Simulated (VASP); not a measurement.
# TaSi2 (C222) in VASP: single point with PBEsol

Aim: the single point of TaSi2 with PBEsol.

All numbers are computed with VASP 6.6.1; they aren't measurements. Logs are shortened: lines on timing, memory, paths and dates and some standing lists are left out, and cuts for length are marked.

**1. The cell of the first run**

The structure is orthorhombic, space group C222 (No. 21). Conventional cell: a = 4.475 Å, b = 8.246 Å, c = 6.556 Å, α = 90.00°, β = 90.00°, γ = 90.00°. Within 3.4 Å of Ta (site symmetry 222) lie 10 Si at 2.56 to 2.81 Å and 4 Ta at 3.21 Å. Ta (site symmetry 2) has 10 Si at 2.57 to 2.72 Å and 4 Ta at 3.13 to 3.21 Å within 3.4 Å. Si (site symmetry 2) has 9 Si at 2.52 to 3.28 Å and 5 Ta at 2.57 to 2.81 Å within 3.3 Å. Si (site symmetry 1) has 9 Si at 2.51 to 3.28 Å and 5 Ta at 2.56 to 2.72 Å within 3.3 Å.

**2. Single point, PBEsol (strain -0.0600 x Voigt [1, 0, 0, 0, 0, 0])**

File INCAR:

```
ALGO = Normal
EDIFF = 1E-6
ENCUT = 520
GGA = PS
ISIF = 2
ISMEAR = 0
LASPH = True
LCHARG = False
LREAL = False
LWAVE = False
NBANDS = 38
NELM = 60
PREC = Accurate
SIGMA = 0.15
```

File KPOINTS:

```
k-points
0
Gamma
  12 12 6
```

File POSCAR:

```
TaSi2
1.0
    4.4753308271      0.0000000000      0.0000000000
   -2.2376654136      4.1231384964      0.0000000000
    0.0000000000      0.0000000000      6.5561430355
Ta Si
3 6
Direct
    0.5000000000      0.0000000000      0.0000000000
    0.5000000000      0.5000000000      0.6666666667
    0.0000000000      0.5000000000      0.3333333333
    0.1592827538      0.3185655076      0.0000000000
    0.8407172462      0.1592827538      0.6666666667
    0.6814344924      0.8407172462      0.3333333333
    0.8407172462      0.6814344924      0.0000000000
    0.1592827538      0.8407172462      0.6666666667
    0.3185655076      0.1592827538      0.3333333333
```

Potentials or basis: VASP PAW PBE potentials, release 64 (Ta_pv, Si).

Command:

```console
$ cat potpaw_PBE.64/Ta_pv/POTCAR potpaw_PBE.64/Si/POTCAR > POTCAR
$ mpirun -np 1 vasp_std > vasp.out
```

OUTCAR:

```text
EDIFF = 1E-6
   ENCUT = 520
   GGA = PS
   ISIF = 2
   ISMEAR = 0
   LASPH = True
   LREAL = False
   NELM = 60
   PREC = Accurate

 ion  position               nearest neighbor table
   1  0.500  0.000  0.000-   5 2.56   8 2.56   6 2.56   9 2.56   4 2.59   7 2.59   7 2.59   4 2.59
                             4 2.81   7 2.81   3 3.21   3 3.21   2 3.21   2 3.21
   2  0.500  0.500  0.667-   4 2.57   7 2.57   6 2.60   9 2.60   8 2.60   5 2.60   5 2.68   8 2.68
                             8 2.72   5 2.72   3 3.13   3 3.13   1 3.21   1 3.21
   3  0.000  0.500  0.333-   4 2.57   7 2.57   5 2.60   8 2.60   6 2.60   9 2.60   6 2.68   9 2.68
                             6 2.72   9 2.72   2 3.13   2 3.13   1 3.21   1 3.21
   4  0.159  0.319  0.000-   5 2.52   9 2.52   2 2.57   3 2.57   1 2.59   1 2.59   7 2.63   7 2.69
                             7 2.69   1 2.81   6 3.13   8 3.13
   5  0.841  0.159  0.667-   8 2.51   4 2.52   6 2.55   1 2.56   3 2.60   2 2.60   8 2.68   2 2.68
                             2 2.72   8 2.81   9 3.06   7 3.13
   6  0.681  0.841  0.333-   9 2.51   7 2.52   5 2.55   1 2.56   2 2.60   3 2.60   9 2.68   3 2.68
                             3 2.72   9 2.81   8 3.06   4 3.13
   7  0.841  0.681  0.000-   8 2.52   6 2.52   2 2.57   3 2.57   1 2.59   1 2.59   4 2.63   4 2.69
                             4 2.69   1 2.81   9 3.13   5 3.13
   8  0.159  0.841  0.667-   5 2.51   7 2.52   9 2.55   1 2.56   3 2.60   2 2.60   5 2.68   2 2.68
                             2 2.72   5 2.81   6 3.06   4 3.13
   9  0.319  0.159  0.333-   6 2.51   4 2.52   8 2.55   1 2.56   2 2.60   3 2.60   6 2.68   3 2.68
                             3 2.72   6 2.81   5 3.06   7 3.13

  LATTYP: Found a base centered orthorhombic cell.
 ALAT       =     4.4753308271
 B/A-ratio  =     1.8426072421
 C/A-ratio  =     1.4649515955

  Lattice vectors:

 A1 = (   2.2376654136,  -4.1231384964,   0.0000000000)
 A2 = (   2.2376654135,   4.1231384964,   0.0000000000)
 A3 = (   0.0000000000,   0.0000000000,   6.5561430355)

Analysis of symmetry for initial positions (statically):
=====================================================================
 Subroutine PRICEL returns:
 Original cell was already a primitive cell.

 Routine SETGRP: Setting up the symmetry group for a
 base centered orthorhombic supercell.

 Subroutine GETGRP returns: Found  4 space group operations
 (whereof  4 operations were pure point group operations)
 out of a pool of  8 trial point group operations.

The static configuration has the point symmetry D_2 .

Analysis of symmetry for dynamics (positions and initial velocities):
=====================================================================
 Subroutine PRICEL returns:
 Original cell was already a primitive cell.

 Routine SETGRP: Setting up the symmetry group for a
 base centered orthorhombic supercell.

 Subroutine GETGRP returns: Found  4 space group operations
 (whereof  4 operations were pure point group operations)
 out of a pool of  8 trial point group operations.

The dynamic configuration has the point symmetry D_2 .

 Subroutine INISYM returns: Found  4 space group operations
 (whereof  4 operations are pure point group operations),
 and found     1 'primitive' translations

----------------------------------------------------------------------------------------

                                     Primitive cell

  volume of cell :     120.9766

  direct lattice vectors                    reciprocal lattice vectors
     4.475330827  0.000000000  0.000000000     0.223447168  0.121266846  0.000000000
    -2.237665414  4.123138496  0.000000000     0.000000000  0.242533691  0.000000000
     0.000000000  0.000000000  6.556143035     0.000000000  0.000000000  0.152528704

  length of vectors
     4.475330827  4.691206408  6.556143035     0.254232738  0.242533691  0.152528704

  position of ions in fractional coordinates (direct lattice)
     0.500000000  0.000000000  0.000000000
     0.500000000  0.500000000  0.666666667
     1.000000000  0.500000000  0.333333333
     0.159282754  0.318565508  0.000000000
     0.840717246  0.159282754  0.666666667
     0.681434492  0.840717246  0.333333333
     0.840717246  0.681434492  0.000000000
     0.159282754  0.840717246  0.666666667
     0.318565508  0.159282754  0.333333333

  ion indices of the primitive-cell ions
   primitive index   ion index
                 1           1
                 2           2
                 3           3
                 4           4
                 5           5
                 6           6
                 7           7
                 8           8
                 9           9

----------------------------------------------------------------------------------------

 KPOINTS: k-points

Automatic generation of k-mesh.
 Grid dimensions read from file:
 generate k-points for:   12   12    6

 Generating k-lattice:

  Cartesian coordinates                     Fractional coordinates (reciprocal lattice)
     0.018620597  0.010105570  0.000000000     0.083333333 -0.000000000  0.000000000
     0.000000000  0.020211141  0.000000000     0.000000000  0.083333333  0.000000000
     0.000000000  0.000000000  0.025421451     0.000000000  0.000000000  0.166666667

  Length of vectors
     0.021186061  0.020211141  0.025421451

  Shift w.r.t. Gamma in fractional coordinates (k-lattice)
     0.000000000  0.000000000  0.000000000

 Subroutine IBZKPT returns following result:
 ===========================================

 Found    172 irreducible k-points:

 Following reciprocal coordinates:
            Coordinates               Weight
  0.000000  0.000000  0.000000      1.000000
  0.083333  0.000000  0.000000      4.000000
  0.166667  0.000000  0.000000      4.000000
  0.250000  0.000000  0.000000      4.000000
  0.333333  0.000000  0.000000      4.000000
  0.416667  0.000000  0.000000      4.000000
[... 16 lines left out ...]
  0.333333  0.166667  0.000000      4.000000
  0.416667  0.166667  0.000000      4.000000
 [... further k-points ...]
   k-points           NKPTS =    172   k-points in BZ     NKDIM =    172   number of bands    NBANDS=     38
   number of dos      NEDOS =    301   number of ions     NIONS =      9
   total plane-waves  NPLWV =  64800
   dimension x,y,z NGX =    36 NGY =   36 NGZ =   50
   dimension x,y,z NGXF=    72 NGYF=   72 NGZF=  100
   ions per type =               3   6
   NGX,Y,Z   is equivalent  to a cutoff of  13.37, 12.76, 12.68 a.u.
   NGXF,Y,Z  is equivalent  to a cutoff of  26.75, 25.52, 25.36 a.u.
 SYSTEM =  unknown system
   PREC   = accura    normal or accurate (medium, high low for compatibility)
   ISTART =      0    job   : 0-new  1-cont  2-samecut
   ICHARG =      2    charge: 1-file 2-atom 10-const
   ISPIN  =      1    spin polarized calculation?
   LNONCOLLINEAR =      F non collinear calculations
   LSORBIT =      F    spin-orbit coupling
   LASPH  =      T    aspherical Exc in radial PAW
   ENCUT  =  520.0 eV  38.22 Ry    6.18 a.u.   8.32  8.72 12.19*2*pi/ulx,y,z
   NELM   =     60;   NELMIN=  2; NELMDL= -5     # of ELM steps
   EDIFF  = 0.1E-05   stopping-criterion for ELM
   LREAL  =      F    real-space projection
   EDIFFG = 0.1E-04   stopping-criterion for IOM
   NSW    =      0    number of steps for IOM
   IBRION =     -1    ionic relax: 0-MD 1-quasi-New 2-CG
   NFREE  =      0    steps in history (QN), initial steepest desc. (CG)
   ISIF   =      2    stress and relaxation
   ISYM   =      2    0-nonsym 1-usesym 2-fastsym
   POTIM  = 0.5000    time-step for ionic-motion
   TEBEG  =    0.0;   TEEND  =   0.0 temperature during run
   PSTRESS=    0.0 pullay stress
   NELECT =      57.0000    total number of electrons
   NUPDOWN=      -1.0000    fix difference up-down
   EMIN   =  10.00;   EMAX   =-10.00  energy-range for DOS
   EFERMI =   0.00;   METHOD = LEGACY
   ISMEAR =     0;   SIGMA  =   0.15  broadening in eV -4-tet -1-fermi 0-gaus
   EFERMI_NEDOS =   21; number of points for ismear=-14 and -15
   IALGO  =     38    algorithm
   IMIX   =      4    mixing-type and parameters
     AMIX     =   0.40;   BMIX     =  1.00
     AMIX_MAG =   1.60;   BMIX_MAG =  1.00
  volume/ion in A,a.u.               =      13.44        90.71
  Fermi-wavevector in a.u.,A,eV,Ry     =   1.273892  2.407307 22.079547  1.622801
  Thomas-Fermi vector in A             =   2.406690
   LORBIT       =      0    0 simple, 1 ext, 2 COOP (PROOUT), +10 PAW based schemes
   GGA     = PS    functional components
   LHFCALC =     F    Hartree Fock is set to
   AEXX    =    0.0000 exact exchange contribution
   IVDW    =     0    specifies the selected vdW correction
   LEPSILON=     F    determine dielectric tensor
   LRPA    =     F    only Hartree local field effects (RPA)
 non-spin polarized calculation
 Gauss-broadening in eV      SIGMA  =   0.15
  energy-cutoff  :      520.00
  volume of cell :      120.98
 maximum number of plane-waves:      3284
 NGX is ok and might be reduce to    36
   NGX = 17   NGY = 17   NGZ = 25

 number of electron      57.0000000 magnetization

 Free energy of the ion-electron system (eV)
  ---------------------------------------------------
  ext. energy  EPLUGINS =         0.00000000
  ---------------------------------------------------
  free energy    TOTEN  =       -76.69425561 eV

  energy without entropy =      -76.65566808  energy(sigma->0) =      -76.67496185

 E-fermi :  10.1006     XC(G=0): -12.4897

 val. band max:       10.1003378585   @ k =   0.5000   0.1667   0.5000
 cond. band min:      10.1019374303   @ k =   0.0833   0.3333   0.0000
 fundamental gap:      0.0015995718
 Fermi energy:        10.1006382293

 k-point     1 :       0.0000    0.0000    0.0000
  band No.  band energies     occupation
      1     -24.0693      2.00000
      2     -24.0158      2.00000
      3     -24.0056      2.00000
      4     -23.9673      2.00000
      5     -23.9285      2.00000
      6     -23.8241      2.00000
[... 30 lines left out ...]
     37      14.4523      0.00000
     38      14.5677      0.00000
[... 941 lines left out ...]
     37      13.7934      0.00000
     38      14.2921      0.00000

 [... further k-points ...]

------------------------ aborting loop because EDIFF is reached ----------------------------------------

  FORCE on cell =-STRESS in cart. coord.  units (eV):
  Direction    XX          YY          ZZ          XY          YZ          ZX
  --------------------------------------------------------------------------------------
  -------------------------------------------------------------------------------------
  Total       22.3366638      4.8541096      5.5812040     -0.0000000      0.0000000      0.0000000
  in kB      295.8199113     64.2863357     73.9157511     -0.0000000      0.0000000      0.0000000
  external PRESSURE =     144.6739994 kB  Pullay stress =       0.0000000 kB

 VOLUME and BASIS-vectors are now :
 -----------------------------------------------------------------------------
  energy-cutoff  :      520.00
  volume of cell :      120.98
      direct lattice vectors                 reciprocal lattice vectors
     4.475330827  0.000000000  0.000000000     0.223447168  0.121266846  0.000000000
    -2.237665414  4.123138496  0.000000000     0.000000000  0.242533691  0.000000000
     0.000000000  0.000000000  6.556143035     0.000000000  0.000000000  0.152528704

 POSITION                                       TOTAL-FORCE (eV/Angst)
 -----------------------------------------------------------------------------------
      2.23767      0.00000      0.00000        -0.000000      0.000000      0.000000
      1.11883      2.06157      4.37076         0.000000      0.000000     -0.222054
     -1.11883      2.06157      2.18538         0.000000      0.000000      0.222054
     -0.00000      1.31349      0.00000        -0.000000      0.173416      0.000000
      3.40607      0.65674      4.37076        -0.230362     -0.104611     -0.170790
      1.16840      3.46639      2.18538        -0.230362      0.104611      0.170790
      2.23767      2.80965      0.00000         0.000000     -0.173416      0.000000
     -1.16840      3.46639      4.37076         0.230362      0.104611     -0.170790
      1.06926      0.65674      2.18538         0.230362     -0.104611      0.170790
 -----------------------------------------------------------------------------------
    total drift:                                0.000000     -0.000000     -0.000000

  FREE ENERGIE OF THE ION-ELECTRON SYSTEM (eV)
  ---------------------------------------------------
  free  energy   TOTEN  =       -76.6942556133 eV

  energy  without entropy=      -76.6556680847  energy(sigma->0) =      -76.67496185
```

It took 21 min on 1 thread of Intel Xeon 8259CL, shared host; peak memory 0.68 GiB.

What came out:

| Property | Result |
| --- | --- |
| Free energy | -76.6943 eV |
| Pressure | 14.5 GPa |
| Largest force | 0.305 eV/Å |
| Band gap on the k mesh | zero (an odd number of electrons rules out a gap without spin polarisation) |

Forces in eV/Å, atoms in the order of the input:
```
Ta   0.000  0.000  0.000
Ta   0.000  0.000 -0.222
Ta   0.000  0.000  0.222
Si   0.000  0.173  0.000
Si  -0.230 -0.105 -0.171
Si  -0.230  0.105  0.171
Si   0.000 -0.173  0.000
Si   0.230  0.105 -0.171
Si   0.230 -0.105  0.171
```

Levels at points of the mesh, in eV from the Fermi level:
| k point | band 25 | band 26 | band 27 | band 28 | band 29 | band 30 | band 31 | band 32 |
| --- | --- | --- | --- | --- | --- | --- | --- | --- |
| (0.00, 0.00, 0.00) | -2.54 | -2.34 | -2.04 | -1.90 | -1.26 | 0.60 | 3.06 | 3.23 |
| (0.50, 0.00, 0.00) | -1.93 | -1.09 | -0.88 | -0.26 | 0.04 | 0.96 | 1.31 | 1.90 |
| (0.00, 0.50, 0.00) | -2.33 | -1.32 | -0.97 | -0.27 | -0.18 | 0.72 | 1.35 | 1.57 |
| (0.00, 0.00, 0.50) | -2.42 | -1.73 | -1.72 | -1.34 | 0.83 | 0.92 | 2.59 | 3.26 |
| (0.50, 0.00, 0.50) | -2.26 | -2.21 | -1.77 | -0.60 | 0.07 | 1.63 | 2.32 | 2.74 |
| (0.00, 0.50, 0.50) | -2.05 | -1.99 | -1.79 | -0.98 | -0.22 | 1.64 | 2.05 | 2.49 |

Caveat: the cell differs from its parent crystal (strain -0.0600 x Voigt [1, 0, 0, 0, 0, 0]); the stress differs along the axes, from 6 to 30 GPa; the PAW data sets were made with another functional, which shifts forces and pressure a little; spin-orbit coupling is left out, which moves the levels of the heavy elements.
